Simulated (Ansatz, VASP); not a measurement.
One calculation of BP, two programs

File INCAR:

```
SYSTEM = BP
PREC     = Accurate       ! precision mode
ENCUT    = 500            ! plane-wave cutoff, eV
EDIFF    = 1E-6           ! SCF threshold, eV
ISMEAR   = 1              ! smearing method
SIGMA    = 0.05           ! smearing width, eV
LREAL    = .False.        ! projectors in reciprocal space
LASPH    = .True.         ! aspherical terms in the spheres
NELM     = 120            ! most SCF steps
ALGO     = Normal         ! electronic algorithm
ISIF     = 2              ! what is computed and relaxed
LWAVE    = .False.        ! write WAVECAR
LCHARG   = .True.         ! write CHGCAR
GGA      = PS             ! functional
LELF     = .True.         ! ELF
LVHAR    = .True.       
NBANDS   = 11             ! bands
GGA_COMPAT= .False.
```

File KPOINTS:

```
regular mesh
0
Gamma
  6 6 6
  0 0 0
```

Contents of POSCAR:

```
BP
1.0
    0.0000000000      2.2683156724      2.2683156724
    2.2683156724      0.0000000000      2.2683156724
    2.2683156724      2.2683156724      0.0000000000
B P
1 1
Direct
    0.0000000000      0.0000000000      0.0000000000
    0.2500000000      0.2500000000      0.2500000000
```

Input for Ansatz:

```yaml
crystal:
  lattice:
    - [0.0, 2.2683156724, 2.2683156724]
    - [2.2683156724, 0.0, 2.2683156724]
    - [2.2683156724, 2.2683156724, 0.0]
  atoms:
    - { symbol: B, position: [0.0, 0.0, 0.0] }
    - { symbol: P, position: [0.25, 0.25, 0.25] }
kpoints:
  mp_grid: { grid: [6, 6, 6] }
hamiltonian:
  xc: pbesol
scf:
  occupations: { method: methfessel_paxton, width: 0.05 }
  n_extra_bands: 4
output:
  forces: true
  stress: true
  eigenvalues: true
```

Alike in both runs: task single point; functional PBEsol; k mesh 6 × 6 × 6; occupations methfessel-paxton of order 1, width 0.05 eV; no spin polarisation.

|  | VASP | Ansatz |
| --- | --- | --- |
| version | VASP 6.6.1 | Ansatz 0.2.0 |
| potentials or method | VASP PAW PBE potentials, release 64 (B, P) | plane waves |
| plane-wave cutoff (eV) | 500 | 420 |
| valence electrons in the cell | 8 | 8 |

|  | VASP | Ansatz | Ansatz less VASP |
| --- | --- | --- | --- |
| gap on the k mesh at the Fermi level (eV) | 1.22 | 1.22 | +0.003 |
| pressure (GPa) | -1.6 | -1.7 | -0.11 |

VASP's potentials were made for PBE, not for PBEsol.
